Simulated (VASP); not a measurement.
# Si in VASP: further runs

The runs below take Si through single point, with PBEsol.

Everything below comes from runs of VASP 6.6.1. Logs are shortened: lines on timing, memory, paths and dates and some standing lists are left out, and cuts for length are marked.

## (1) The cell of the first run

The cell holds a slab with vacuum, 10 atoms: a = 3.842 Å, b = 3.842 Å, c = 27.224 Å, α = 90.00°, β = 90.00°, γ = 90.00°.

## (2) Single point, PBEsol

INCAR reads:

```
PREC = Accurate
ENCUT = 520
EDIFF = 1E-6
ISMEAR = 0
SIGMA = 0.05
LREAL = F
LASPH = T
NELM = 60
ALGO = Normal
ISIF = 2
LWAVE = F
LCHARG = T
LDIPOL = T
IDIPOL = 3
DIPOL = 0.5 0.5 0.500
GGA = PS
LELF = T
LVHAR = T
LVACPOTAV = T
NBANDS = 31
EFIELD = -0.6
```

KPOINTS reads:

```
Automatic mesh
0
Gamma
  9 9 1
```

POSCAR reads:

```
Si
1.0
    3.8417168285      0.0000000000      0.0000000000
    0.0000000000      3.8417168285      0.0000000000
    0.0000000000      0.0000000000     27.2242680938
Si
10
Direct
    0.0000000000      0.5000000000      0.2754894998
    0.0000000000      0.0000000000      0.3253807221
    0.5000000000      0.0000000000      0.3752719443
    0.5000000000      0.5000000000      0.4251631666
    0.0000000000      0.5000000000      0.4750543889
    0.0000000000      0.0000000000      0.5249456111
    0.5000000000      0.0000000000      0.5748368334
    0.5000000000      0.5000000000      0.6247280557
    0.0000000000      0.5000000000      0.6746192779
    0.0000000000      0.0000000000      0.7245105002
```

Potentials or basis: VASP PAW PBE potentials, release 64 (Si).

The run is started by

```console
$ cat potpaw_PBE.64/Si/POTCAR > POTCAR
$ mpirun -np 1 vasp_std > vasp.out
```

OUTCAR:

```text
PREC = Accurate
   ENCUT = 520
   EDIFF = 1E-6
   ISMEAR = 0
   LREAL = F
   LASPH = T
   NELM = 60
   ISIF = 2
   GGA = PS

 ion  position               nearest neighbor table
   1  0.000  0.500  0.275-   2 2.35   2 2.35
   2  0.000  0.000  0.325-   3 2.35   3 2.35   1 2.35   1 2.35
   3  0.500  0.000  0.375-   2 2.35   2 2.35   4 2.35   4 2.35
   4  0.500  0.500  0.425-   3 2.35   5 2.35   3 2.35   5 2.35
   5  0.000  0.500  0.475-   6 2.35   6 2.35   4 2.35   4 2.35
   6  0.000  0.000  0.525-   5 2.35   5 2.35   7 2.35   7 2.35
   7  0.500  0.000  0.575-   6 2.35   8 2.35   8 2.35   6 2.35
   8  0.500  0.500  0.625-   9 2.35   9 2.35   7 2.35   7 2.35
   9  0.000  0.500  0.675-   8 2.35   8 2.35  10 2.35  10 2.35
  10  0.000  0.000  0.725-   9 2.35   9 2.35

  LATTYP: Found a simple tetragonal cell.
 ALAT       =     3.8417168285
 C/A-ratio  =     7.0864848476

  Lattice vectors:

 A1 = (   3.8417168285,   0.0000000000,   0.0000000000)
 A2 = (   0.0000000000,   3.8417168285,   0.0000000000)
 A3 = (   0.0000000000,   0.0000000000,  27.2242680938)

Analysis of symmetry for initial positions (statically):
=====================================================================
 Subroutine PRICEL returns:
 Original cell was already a primitive cell.

 Routine SETGRP: Setting up the symmetry group for a
 simple tetragonal supercell.

 Subroutine GETGRP returns: Found  8 space group operations
 (whereof  4 operations were pure point group operations)
 out of a pool of 16 trial point group operations.

The static configuration has the point symmetry C_2v.
 The point group associated with its full space group is D_2h.

Analysis of symmetry for dynamics (positions and initial velocities):
=====================================================================
 An external electric field (EFIELD) may reduce the allowed symmetry operations
 Subroutine PRICEL returns:
 Original cell was already a primitive cell.

 Routine SETGRP: Setting up the symmetry group for a
 simple tetragonal supercell.

 Subroutine GETGRP returns: Found  4 space group operations
 (whereof  4 operations were pure point group operations)
 out of a pool of 16 trial point group operations.

The dynamic configuration has the point symmetry C_2v.

 Subroutine INISYM returns: Found  4 space group operations
 (whereof  4 operations are pure point group operations),
 and found     1 'primitive' translations

----------------------------------------------------------------------------------------

                                     Primitive cell

  volume of cell :     401.7972

  direct lattice vectors                    reciprocal lattice vectors
     3.841716829  0.000000000  0.000000000     0.260300289  0.000000000  0.000000000
     0.000000000  3.841716829  0.000000000     0.000000000  0.260300289  0.000000000
     0.000000000  0.000000000 27.224268094     0.000000000  0.000000000  0.036731933

  length of vectors
     3.841716829  3.841716829 27.224268094     0.260300289  0.260300289  0.036731933

  position of ions in fractional coordinates (direct lattice)
     0.000000000  0.500000000  0.275489500
     0.000000000  0.000000000  0.325380722
     0.500000000  0.000000000  0.375271944
     0.500000000  0.500000000  0.425163167
     0.000000000  0.500000000  0.475054389
     0.000000000  0.000000000  0.524945611
     0.500000000  0.000000000  0.574836833
     0.500000000  0.500000000  0.624728056
     0.000000000  0.500000000  0.674619278
     0.000000000  0.000000000  0.724510500

  ion indices of the primitive-cell ions
   primitive index   ion index
                 1           1
                 2           2
                 3           3
                 4           4
                 5           5
                 6           6
                 7           7
                 8           8
                 9           9
                10          10

----------------------------------------------------------------------------------------

 KPOINTS: Automatic mesh

Automatic generation of k-mesh.
 Grid dimensions read from file:
 generate k-points for:    9    9    1

 Generating k-lattice:

  Cartesian coordinates                     Fractional coordinates (reciprocal lattice)
     0.028922254  0.000000000  0.000000000     0.111111111  0.000000000  0.000000000
     0.000000000  0.028922254  0.000000000     0.000000000  0.111111111  0.000000000
     0.000000000  0.000000000  0.036731933     0.000000000  0.000000000  1.000000000

  Length of vectors
     0.028922254  0.028922254  0.036731933

  Shift w.r.t. Gamma in fractional coordinates (k-lattice)
     0.000000000  0.000000000  0.000000000

 Subroutine IBZKPT returns following result:
 ===========================================

 Found     25 irreducible k-points:

 Following reciprocal coordinates:
            Coordinates               Weight
  0.000000  0.000000  0.000000      1.000000
  0.111111  0.000000  0.000000      2.000000
  0.000000  0.111111  0.000000      2.000000
  0.222222  0.000000  0.000000      2.000000
  0.000000  0.222222  0.000000      2.000000
  0.333333  0.000000  0.000000      2.000000
[... 16 lines left out ...]
  0.444444  0.333333  0.000000      4.000000
 -0.333333  0.444444  0.000000      4.000000
   k-points           NKPTS =     25   k-points in BZ     NKDIM =     25   number of bands    NBANDS=     31
   number of dos      NEDOS =    301   number of ions     NIONS =     10
   total plane-waves  NPLWV = 189000
   dimension x,y,z NGX =    30 NGY =   30 NGZ =  210
   dimension x,y,z NGXF=    60 NGYF=   60 NGZF=  420
   ions per type =              10
   NGX,Y,Z   is equivalent  to a cutoff of  12.98, 12.98, 12.82 a.u.
   NGXF,Y,Z  is equivalent  to a cutoff of  25.96, 25.96, 25.65 a.u.
 SYSTEM =  unknown system
   PREC   = accura    normal or accurate (medium, high low for compatibility)
   ISTART =      0    job   : 0-new  1-cont  2-samecut
   ICHARG =      2    charge: 1-file 2-atom 10-const
   ISPIN  =      1    spin polarized calculation?
   LNONCOLLINEAR =      F non collinear calculations
   LSORBIT =      F    spin-orbit coupling
   LASPH  =      T    aspherical Exc in radial PAW
   ENCUT  =  520.0 eV  38.22 Ry    6.18 a.u.   7.14  7.14 50.62*2*pi/ulx,y,z
   NELM   =     60;   NELMIN=  2; NELMDL= -5     # of ELM steps
   EDIFF  = 0.1E-05   stopping-criterion for ELM
   LREAL  =      F    real-space projection
   EDIFFG = 0.1E-04   stopping-criterion for IOM
   NSW    =      0    number of steps for IOM
   IBRION =     -1    ionic relax: 0-MD 1-quasi-New 2-CG
   NFREE  =      0    steps in history (QN), initial steepest desc. (CG)
   ISIF   =      2    stress and relaxation
   ISYM   =      2    0-nonsym 1-usesym 2-fastsym
   POTIM  = 0.5000    time-step for ionic-motion
   TEBEG  =    0.0;   TEEND  =   0.0 temperature during run
   PSTRESS=    0.0 pullay stress
   NELECT =      40.0000    total number of electrons
   NUPDOWN=      -1.0000    fix difference up-down
   EMIN   =  10.00;   EMAX   =-10.00  energy-range for DOS
   EFERMI =   0.00;   METHOD = LEGACY
   ISMEAR =     0;   SIGMA  =   0.05  broadening in eV -4-tet -1-fermi 0-gaus
   EFERMI_NEDOS =   21; number of points for ismear=-14 and -15
   IALGO  =     38    algorithm
   IMIX   =      4    mixing-type and parameters
     AMIX     =   0.40;   BMIX     =  1.00
     AMIX_MAG =   1.60;   BMIX_MAG =  1.00
  volume/ion in A,a.u.               =      40.18       271.15
  Fermi-wavevector in a.u.,A,eV,Ry     =   0.758739  1.433809  7.832672  0.575685
  Thomas-Fermi vector in A             =   1.857377
   LORBIT       =      0    0 simple, 1 ext, 2 COOP (PROOUT), +10 PAW based schemes
   GGA     = PS    functional components
   LHFCALC =     F    Hartree Fock is set to
   AEXX    =    0.0000 exact exchange contribution
   IVDW    =     0    specifies the selected vdW correction
   LEPSILON=     F    determine dielectric tensor
   LRPA    =     F    only Hartree local field effects (RPA)
 non-spin polarized calculation
 Gauss-broadening in eV      SIGMA  =   0.05
  energy-cutoff  :      520.00
  volume of cell :      401.80
 maximum number of plane-waves:     10854
 NGX is ok and might be reduce to    30
   NGX = 15   NGY = 15   NGZ =101

 number of electron      39.9999999 magnetization

 dipolmoment           0.000000      0.000000     -0.735275 electrons x Angstroem

 Free energy of the ion-electron system (eV)
  ---------------------------------------------------
  ext. energy  EPLUGINS =         0.00000000
  ---------------------------------------------------
  free energy    TOTEN  =       -53.45650731 eV

  energy without entropy =      -53.44817556  energy(sigma->0) =      -53.45234143

 E-fermi :   0.0747     XC(G=0):  -5.4379

 val. band max:        0.0722462602   @ k =   0.3333   0.3333   0.0000
 cond. band min:       0.0881639295   @ k =   0.1111   0.1111   0.0000
 fundamental gap:      0.0159176693
 Fermi energy:         0.0747143577

 k-point     1 :       0.0000    0.0000    0.0000
  band No.  band energies     occupation
      1     -11.6176      2.00000
      2     -11.0787      2.00000
      3     -10.3061      2.00000
      4      -9.2820      2.00000
      5      -8.0330      2.00000
      6      -6.5970      2.00000
[... 23 lines left out ...]
     30       3.2756      0.00000
     31       3.4783      0.00000

 k-point     2 :       0.1111    0.0000    0.0000
  band No.  band energies     occupation
      1     -11.5108      2.00000
      2     -10.9763      2.00000
      3     -10.2125      2.00000
      4      -9.2061      2.00000
      5      -8.0352      2.00000
      6      -6.5421      2.00000
[... 23 lines left out ...]
     30       3.3422      0.00000
     31       3.4866      0.00000

 k-point     3 :       0.0000    0.1111    0.0000
  band No.  band energies     occupation
      1     -11.5107      2.00000
      2     -10.9756      2.00000
      3     -10.2098      2.00000
      4      -9.1972      2.00000
      5      -7.9219      2.00000
      6      -6.6431      2.00000
[... 23 lines left out ...]
     30       3.4467      0.00000
     31       3.7299      0.00000

 k-point     4 :       0.2222    0.0000    0.0000
  band No.  band energies     occupation
      1     -11.1946      2.00000
      2     -10.6758      2.00000
      3      -9.9448      2.00000
      4      -9.0109      2.00000
      5      -8.1209      2.00000
      6      -6.4288      2.00000
[... 23 lines left out ...]
     30       3.9358      0.00000
     31       4.0260      0.00000

 k-point     5 :       0.0000    0.2222    0.0000
  band No.  band energies     occupation
      1     -11.1940      2.00000
      2     -10.6732      2.00000
      3      -9.9359      2.00000
      4      -8.9836      2.00000
      5      -7.5978      2.00000
      6      -6.8629      2.00000
[... 23 lines left out ...]
     30       3.9042      0.00000
     31       4.0159      0.00000
[... 542 lines left out ...]
     30       4.5423      0.00000
     31       5.1062      0.00000

 k-point    22 :       0.3333    0.3333    0.0000
  band No.  band energies     occupation
      1      -9.7398      2.00000
      2      -9.3008      2.00000
      3      -8.7286      2.00000
      4      -8.0846      2.00000
      5      -7.4835      2.00000
      6      -6.9301      2.00000
[... 23 lines left out ...]
     30       4.1675      0.00000
     31       5.0318      0.00000

 k-point    23 :       0.4444    0.3333    0.0000
  band No.  band energies     occupation
      1      -9.0604      2.00000
      2      -8.7162      2.00000
      3      -8.4195      2.00000
      4      -8.0725      2.00000
      5      -8.0051      2.00000
      6      -6.7371      2.00000
[... 23 lines left out ...]
     30       3.9088      0.00000
     31       5.0643      0.00000

 k-point    24 :      -0.3333    0.4444    0.0000
  band No.  band energies     occupation
      1      -9.0606      2.00000
      2      -8.7219      2.00000
      3      -8.4097      2.00000
      4      -8.3235      2.00000
      5      -6.7961      2.00000
      6      -6.7518      2.00000
[... 23 lines left out ...]
     30       4.2029      0.00000
     31       4.6209      0.00000

 [... further k-points ...]

------------------------ aborting loop because EDIFF is reached ----------------------------------------

  FORCE on cell =-STRESS in cart. coord.  units (eV):
  Direction    XX          YY          ZZ          XY          YZ          ZX
  --------------------------------------------------------------------------------------
  -------------------------------------------------------------------------------------
  Total       -3.8588906     -0.4162646     -0.6889753      0.0000000      0.0000000      0.0000000
  in kB      -15.3874318     -1.6598666     -2.7473079      0.0000000      0.0000000      0.0000000
  external PRESSURE =      -6.5982021 kB  Pullay stress =       0.0000000 kB

 VOLUME and BASIS-vectors are now :
 -----------------------------------------------------------------------------
  energy-cutoff  :      520.00
  volume of cell :      401.80
      direct lattice vectors                 reciprocal lattice vectors
     3.841716829  0.000000000  0.000000000     0.260300289  0.000000000  0.000000000
     0.000000000  3.841716829  0.000000000     0.000000000  0.260300289  0.000000000
     0.000000000  0.000000000 27.224268094     0.000000000  0.000000000  0.036731933

 POSITION                                       TOTAL-FORCE (eV/Angst)
 -----------------------------------------------------------------------------------
      0.00000      1.92086      7.50000         0.000000      0.000000      0.030243
      0.00000      0.00000      8.85825         0.000000      0.000000     -0.004659
      1.92086      0.00000     10.21650         0.000000      0.000000      0.046647
      1.92086      1.92086     11.57476         0.000000      0.000000     -0.097721
      0.00000      1.92086     12.93301         0.000000      0.000000      0.003298
      0.00000      0.00000     14.29126         0.000000      0.000000     -0.018203
      1.92086      0.00000     15.64951         0.000000      0.000000      0.097520
      1.92086      1.92086     17.00776         0.000000      0.000000     -0.013450
      0.00000      1.92086     18.36602         0.000000      0.000000      0.070806
      0.00000      0.00000     19.72427         0.000000      0.000000     -0.114482
 -----------------------------------------------------------------------------------
    total drift:                               -0.000000      0.000000      0.000555

  FREE ENERGIE OF THE ION-ELECTRON SYSTEM (eV)
  ---------------------------------------------------
  free  energy   TOTEN  =       -53.4565073115 eV

  energy  without entropy=      -53.4481755575  energy(sigma->0) =      -53.45234143
```

Run time: 7.6 min. Hardware: 1 thread of Intel Xeon Platinum 8488C (Sapphire Rapids), shared host; peak memory 0.53 GiB.

Results:

- Free energy: -53.4565 eV
- Largest force: 0.114 eV/Å
- Band gap on the k mesh: zero (bands 20 and 21 overlap by 0.90 eV)

Forces in eV/Å, atoms in the order of the input:
```
Si   0.000  0.000  0.030
Si   0.000  0.000 -0.005
Si   0.000  0.000  0.047
Si   0.000  0.000 -0.098
Si   0.000  0.000  0.003
Si   0.000  0.000 -0.018
Si   0.000  0.000  0.098
Si   0.000  0.000 -0.013
Si   0.000  0.000  0.071
Si   0.000  0.000 -0.114
```

Caveat: the PAW data sets were made with another functional, which shifts forces and pressure a little.

## (3) Single point, PBEsol

INCAR reads:

```
PREC     = Accurate       # precision mode
ENCUT    = 520            # plane-wave cutoff, eV
EDIFF    = 1E-7           # SCF threshold, eV
ISMEAR   = 0              # smearing method
SIGMA    = 0.05           # smearing width, eV
LREAL    = False          # projectors in reciprocal space
LASPH    = True           # aspherical terms in the spheres
NELM     = 60             # most SCF steps
ALGO     = Normal         # electronic algorithm
ISIF     = 2              # what is computed and relaxed
LWAVE    = False          # write WAVECAR
LCHARG   = False          # write CHGCAR
LDIPOL   = True         
IDIPOL   = 3            
DIPOL    = 0.5 0.5 0.500
GGA      = PS             # functional
EFIELD   = -0.1         
NBANDS   = 31             # bands
```

KPOINTS is that of step 2.

POSCAR is that of step 2.

Potentials or basis: VASP PAW PBE potentials, release 64 (Si).

The run is started by

```console
$ cat potpaw_PBE.64/Si/POTCAR > POTCAR
$ mpirun -np 1 vasp_std > vasp.out
```

It took 9.1 min on 1 thread of Intel Xeon Platinum 8488C (Sapphire Rapids), shared host; peak memory 0.53 GiB.

The run converged. Its results:

- Free energy: -53.2421 eV
- Largest force: 0.099 eV/Å
- Band gap on the k mesh: zero (bands 20 and 21 overlap by 0.90 eV)

Forces in eV/Å, atoms in the order of the input:
```
Si   0.000  0.000  0.076
Si   0.000  0.000 -0.029
Si   0.000  0.000  0.034
Si   0.000  0.000 -0.099
Si   0.000  0.000  0.009
Si   0.000  0.000 -0.012
Si   0.000  0.000  0.099
Si   0.000  0.000 -0.028
Si   0.000  0.000  0.040
Si   0.000  0.000 -0.091
```

Levels at points of the mesh, in eV from the Fermi level:
| k point | band 17 | band 18 | band 19 | band 20 | band 21 | band 22 | band 23 | band 24 |
| --- | --- | --- | --- | --- | --- | --- | --- | --- |
| (0.00, 0.00, 0.00) | -0.52 | -0.18 | -0.09 | 0.36 | 0.81 | 0.81 | 1.42 | 1.46 |

Caveat: the PAW data sets were made with another functional, which shifts forces and pressure a little.
